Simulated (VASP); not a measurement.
# SrLi2SnS4 (I-42m) in VASP: a series of runs, part 2 of 2

VASP 6.6.1. Earlier steps stand in the parts before.

## Step 3: Single point, PBE (22.07 Å³/atom)

This run uses another cell than the first one, of 22.07 Å³/atom.

The input, INCAR:

```
PREC = Accurate
ENCUT = 520
EDIFF = 1E-7
ISMEAR = 0
SIGMA = 0.01
LREAL = False
LASPH = True
NELM = 60
ALGO = Normal
ISIF = 2
LWAVE = False
LCHARG = True
GGA = PE
LELF = True
LVHAR = True
NBANDS = 37
```

The input, KPOINTS:

```
Automatic mesh
0
Gamma
  4 4 4
```

The input, POSCAR:

```
SrLi2SnS4
1.0
   -3.3163221367      3.3163221367      4.0140727590
    3.3163221367     -3.3163221367      4.0140727590
    3.3163221367      3.3163221367     -4.0140727590
Li Sr Sn S
2 1 1 4
Direct
    0.2500000000      0.7500000000      0.5000000000
    0.7500000000      0.2500000000      0.5000000000
    0.5000000000      0.5000000000      0.0000000000
    0.0000000000      0.0000000000      0.0000000000
    0.0370007284      0.0370007284      0.4170733957
    0.9629992716      0.3800726673      0.0000000000
    0.6199273327      0.6199273327      0.5829266043
    0.3800726673      0.9629992716      0.0000000000
```

Potentials or basis: VASP PAW PBE potentials, release 64 (Li_sv, Sr_sv, Sn_d, S).

The run is started by

```sh
$ cat potpaw_PBE.64/Li_sv/POTCAR potpaw_PBE.64/Sr_sv/POTCAR potpaw_PBE.64/Sn_d/POTCAR potpaw_PBE.64/S/POTCAR > POTCAR
$ mpirun -np 1 vasp_std > vasp.out
```

OUTCAR:

```text
PREC = Accurate
   ENCUT = 520
   EDIFF = 1E-7
   ISMEAR = 0
   LREAL = False
   LASPH = True
   NELM = 60
   ISIF = 2
   GGA = PE

 ion  position               nearest neighbor table
   1  0.250  0.750  0.500-   5 2.46   7 2.46   8 2.46   6 2.46
   2  0.750  0.250  0.500-   5 2.46   6 2.46   7 2.46   8 2.46
   3  0.500  0.500  0.000-   6 3.06   8 3.06   7 3.06   5 3.06   5 3.28   7 3.28   8 3.28   6 3.28
                             4 4.01   4 4.01
[... 723 lines left out ...]
  -------------------------------------------------------------------------------------
  Total        1.9250059      1.9250059      1.5377718      0.0000000      0.0000000      0.0000000
  in kB       17.4656191     17.4656191     13.9522367      0.0000000      0.0000000      0.0000000
  external PRESSURE =      16.2944917 kB  Pullay stress =       0.0000000 kB

 VOLUME and BASIS-vectors are now :
 -----------------------------------------------------------------------------
  energy-cutoff  :      520.00
  volume of cell :      176.59
      direct lattice vectors                 reciprocal lattice vectors
    -3.316322137  3.316322137  4.014072759     0.000000000  0.150769431  0.124561768
     3.316322137 -3.316322137  4.014072759     0.150769431  0.000000000  0.124561768
     3.316322137  3.316322137 -4.014072759     0.150769431  0.150769431  0.000000000

 POSITION                                       TOTAL-FORCE (eV/Angst)
 -----------------------------------------------------------------------------------
      3.31632      0.00000      2.00704        -0.000000      0.000000      0.000000
      0.00000      3.31632      2.00704        -0.000000      0.000000      0.000000
      0.00000      0.00000      4.01407        -0.000000      0.000000     -0.000000
      0.00000      0.00000      0.00000        -0.000000      0.000000      0.000000
      1.38315      1.38315     -1.37712         0.105536      0.105536     -0.105274
     -1.93317      1.93317      5.39119         0.105536     -0.105536      0.105274
      1.93317      1.93317      2.63696        -0.105536     -0.105536     -0.105274
      1.93317     -1.93317      5.39119        -0.105536      0.105536      0.105274
 -----------------------------------------------------------------------------------
    total drift:                               -0.000002     -0.000002     -0.000002

  FREE ENERGIE OF THE ION-ELECTRON SYSTEM (eV)
  ---------------------------------------------------
  free  energy   TOTEN  =       -35.6525516623 eV

  energy  without entropy=      -35.6525516623  energy(sigma->0) =      -35.65255166
```

stdout:

```text
POSCAR found type information on POSCAR LiSrSnS
 POSCAR found :  4 types and       8 ions
 scaLAPACK will be used
 LDA part: xc-table for (Slater+PW92), standard interpolation
 POSCAR, INCAR and KPOINTS ok, starting setup
 FFT: planning ... GRIDC
 FFT: planning ... GRID_SOFT
 FFT: planning ... GRID
 WAVECAR not read
 entering main loop
```

Run time: 84 s. Hardware: 1 thread of Oxide Virtual Turin-like, shared host; peak memory 0.33 GiB.

What came out:

```
Free energy            : -35.6526 eV
Largest force          : 0.183 eV/Å
Band gap on the k mesh : 2.56 eV
```

Forces on the atoms (eV/Å):
```
Li   0.000  0.000  0.000
Li   0.000  0.000  0.000
Sr   0.000  0.000  0.000
Sn   0.000  0.000  0.000
S    0.106  0.106 -0.105
S    0.106 -0.106  0.105
S   -0.106 -0.106 -0.105
S   -0.106  0.106  0.105
```

Levels at points of the mesh, in eV from the valence-band top:
| k point | band 24 | band 25 | band 26 | band 27 | band 28 | band 29 | band 30 | band 31 |
| --- | --- | --- | --- | --- | --- | --- | --- | --- |
| (0.00, 0.00, 0.00) | -0.96 | -0.51 | -0.35 | -0.35 | 2.61 | 4.01 | 4.64 | 4.96 |
| (0.50, 0.00, 0.00) | -1.22 | -0.86 | -0.65 | -0.48 | 2.93 | 3.83 | 4.83 | 4.94 |
| (0.50, 0.50, 0.00) | -1.28 | -1.11 | -1.05 | -0.50 | 3.04 | 4.29 | 4.69 | 4.75 |
| (0.50, 0.50, 0.50) | -1.73 | -0.49 | -0.49 | 0.00 | 2.56 | 4.07 | 4.07 | 4.54 |

Caveat: the cutoff is under 1.25 times the usual one of these potentials, so pressure, stress and relaxed cells hold a basis-set (Pulay) error; spin-orbit coupling is left out, which moves the levels of the heavy elements. A k mesh can miss the band edges.

## Step 4: Single point, PBE

This run uses another cell than the first one, of 22.76 Å³/atom.

The input, INCAR:

```
SYSTEM = SrLi2SnS4
  PREC = Accurate
  ENCUT = 520
  EDIFF = 1E-6
  ISMEAR = 0
  SIGMA = 0.01
  LREAL = .FALSE.
  LASPH = .TRUE.
  NELM = 80
  ALGO = Normal
  ISIF = 2
  LWAVE = .FALSE.
  LCHARG = .FALSE.
  GGA = PE
  NBANDS = 37
```

The input, KPOINTS:

```
regular mesh
0
G
  4 4 4
  0 0 0
```

Edit POSCAR of step 3 so:

```diff
@@ -2,5 +2,5 @@
 1.0
-   -3.3163221367      3.3163221367      4.0140727590
-    3.3163221367     -3.3163221367      4.0140727590
-    3.3163221367      3.3163221367     -4.0140727590
+   -3.3501644959      3.3501644959      4.0550355143
+    3.3501644959     -3.3501644959      4.0550355143
+    3.3501644959      3.3501644959     -4.0550355143
 Li Sr Sn S
```

The run is started by

```sh
$ cat potpaw_PBE.64/Li_sv/POTCAR potpaw_PBE.64/Sr_sv/POTCAR potpaw_PBE.64/Sn_d/POTCAR potpaw_PBE.64/S/POTCAR > POTCAR
$ mpirun -np 1 vasp_std > vasp.out
```

Run time: 2 min. Hardware: 1 thread of Oxide Virtual Turin-like, shared host; peak memory 0.33 GiB.

The run converged. Its results:

- Free energy: -35.6808 eV
- Largest force: 0.021 eV/Å
- Band gap on the k mesh: 2.46 eV (least direct gap 2.46 eV)

Forces in eV/Å, atoms in the order of the input:
```
Li   0.000  0.000  0.000
Li   0.000  0.000  0.000
Sr   0.000  0.000  0.000
Sn   0.000  0.000  0.000
S   -0.013 -0.013  0.009
S   -0.013  0.013 -0.009
S    0.013  0.013  0.009
S    0.013 -0.013 -0.009
```

Levels at points of the mesh, in eV from the valence-band top:
```
           k point  band 24  band 25  band 26  band 27  band 28  band 29  band 30  band 31
(0.00, 0.00, 0.00)    -0.91    -0.50    -0.35    -0.35     2.46     4.00     4.57     4.94
(0.50, 0.00, 0.00)    -1.17    -0.83    -0.63    -0.46     2.79     3.82     4.77     4.88
(0.50, 0.50, 0.00)    -1.24    -1.08    -1.01    -0.49     2.89     4.27     4.67     4.68
(0.50, 0.50, 0.50)    -1.67    -0.47    -0.47     0.00     2.46     4.02     4.02     4.45
```

Caveat: the cutoff is under 1.25 times the usual one of these potentials, so pressure, stress and relaxed cells hold a basis-set (Pulay) error; spin-orbit coupling is left out, which moves the levels of the heavy elements. A k mesh can miss the band edges.

## Step 5: Single point, PBE (23.44 Å³/atom)

This run uses another cell than the first one, of 23.44 Å³/atom.

The input, INCAR:

```
SYSTEM = SrLi2SnS4
ALGO     = Normal         ! electronic algorithm
EDIFF    = 1E-7           ! SCF threshold, eV
ENCUT    = 520            ! plane-wave cutoff, eV
GGA      = PE             ! functional
ISIF     = 2              ! what is computed and relaxed
ISMEAR   = 0              ! smearing method
LASPH    = .TRUE.         ! aspherical terms in the spheres
LCHARG   = .FALSE.        ! write CHGCAR
LREAL    = .FALSE.        ! projectors in reciprocal space
LWAVE    = .FALSE.        ! write WAVECAR
NBANDS   = 37             ! bands
NELM     = 60             ! most SCF steps
PREC     = Accurate       ! precision mode
SIGMA    = 0.01           ! smearing width, eV
```

The input, KPOINTS:

```
k-points
0
G
  4 4 4
  0 0 0
```

Edit POSCAR of step 4 so:

```diff
@@ -2,5 +2,5 @@
 1.0
-   -3.3501644959      3.3501644959      4.0550355143
-    3.3501644959     -3.3501644959      4.0550355143
-    3.3501644959      3.3501644959     -4.0550355143
+   -3.3833365988      3.3833365988      4.0951869920
+    3.3833365988     -3.3833365988      4.0951869920
+    3.3833365988      3.3833365988     -4.0951869920
 Li Sr Sn S
```

The run is started by

```sh
$ cat potpaw_PBE.64/Li_sv/POTCAR potpaw_PBE.64/Sr_sv/POTCAR potpaw_PBE.64/Sn_d/POTCAR potpaw_PBE.64/S/POTCAR > POTCAR
$ mpirun -np 1 vasp_std > vasp.out
```

Wall time 2.2 min (1 thread of Oxide Virtual Turin-like, shared host); peak memory 0.34 GiB.

It converged, with:

```
Free energy            : -35.6563 eV
Largest force          : 0.199 eV/Å
Band gap on the k mesh : 2.31 eV (least direct gap 2.37 eV)
```

Forces in eV/Å, atoms in the order of the input:
```
Li   0.000  0.000  0.000
Li   0.000  0.000  0.000
Sr   0.000  0.000  0.000
Sn   0.000  0.000  0.000
S   -0.117 -0.117  0.110
S   -0.117  0.117 -0.110
S    0.117  0.117  0.110
S    0.117 -0.117 -0.110
```

Levels at points of the mesh, in eV from the valence-band top:
```tsv
k point	band 24	band 25	band 26	band 27	band 28	band 29	band 30	band 31
(0.00, 0.00, 0.00)	-0.86	-0.50	-0.35	-0.35	2.31	4.00	4.49	4.91
(0.50, 0.00, 0.00)	-1.12	-0.81	-0.61	-0.45	2.65	3.81	4.71	4.83
(0.50, 0.50, 0.00)	-1.19	-1.05	-0.96	-0.49	2.75	4.24	4.58	4.66
(0.50, 0.50, 0.50)	-1.62	-0.45	-0.45	0.00	2.37	3.97	3.97	4.37
```

Caveat: the cutoff is under 1.25 times the usual one of these potentials, so pressure, stress and relaxed cells hold a basis-set (Pulay) error; spin-orbit coupling is left out, which moves the levels of the heavy elements.

## Step 6: Summary

| cell | gap on the mesh (eV) | largest force (eV/Å) |
| --- | --- | --- |
| a = 6.109 Å, angles 115.0, 115.0, 98.9°, 8 atoms | 2.65 | 0.41 |
| a = 6.173 Å, angles 115.0, 115.0, 98.9°, 8 atoms | 2.56 | 0.18 |
| a = 6.236 Å, angles 115.0, 115.0, 98.9°, 8 atoms | 2.46 | 0.02 |
| a = 6.298 Å, angles 115.0, 115.0, 98.9°, 8 atoms | 2.31 | 0.20 |

Alike in all rows: task single point; level PBE; potentials or basis VASP PAW PBE potentials, release 64 (Li_sv, Sr_sv, Sn_d, S); no spin polarisation; k mesh 4 × 4 × 4; cutoff (eV) 520; smearing gaussian 0.01 eV.

Caveats: the cutoff is under 1.25 times the usual one of these potentials, so pressure, stress and relaxed cells hold a basis-set (Pulay) error; spin-orbit coupling is left out, which moves the levels of the heavy elements.

Absolute energies hang on the potentials; compare differences alone.
